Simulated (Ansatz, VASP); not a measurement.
**One calculation of InH, two programs**

```
CELL_PARAMETERS angstrom
1.74475 1.00733 2.97228
-1.74475 1.00733 2.97228
0.00000 -2.01466 2.97228
ATOMIC_POSITIONS crystal
In 0.00000 0.00000 0.00000
H 0.50000 0.50000 0.50000
```

Alike in both runs: task relaxation of cell and atoms; functional PBE; k mesh 18 × 18 × 18; occupations gaussian, width 0.1 eV; no spin polarisation.

```csv
,VASP,Ansatz
version,VASP 6.6.1,Ansatz 0.2.0
potentials or method,"VASP PAW PBE potentials, release 64 (In_d, H), cutoff 600 eV","scalar-relativistic, plane waves, PAW"
valence electrons in the cell,14,14
```

Ansatz gave:

```
gap on the k mesh at the Fermi level, each at its own relaxed structure (eV)  : none
relaxed volume (Å³/atom)                                                      : 15.90
relaxed length of the cell vector where the two differ most in proportion (Å) : 3.584
```

**Question.** Which values does VASP return?

**Answer.** gap on the k mesh at the Fermi level, each at its own relaxed structure (eV): none; relaxed volume (Å³/atom): 15.91; relaxed length of the cell vector where the two differ most in proportion (Å): 3.584.

A gap of «none» marks a metal or a gap that the smearing closes.
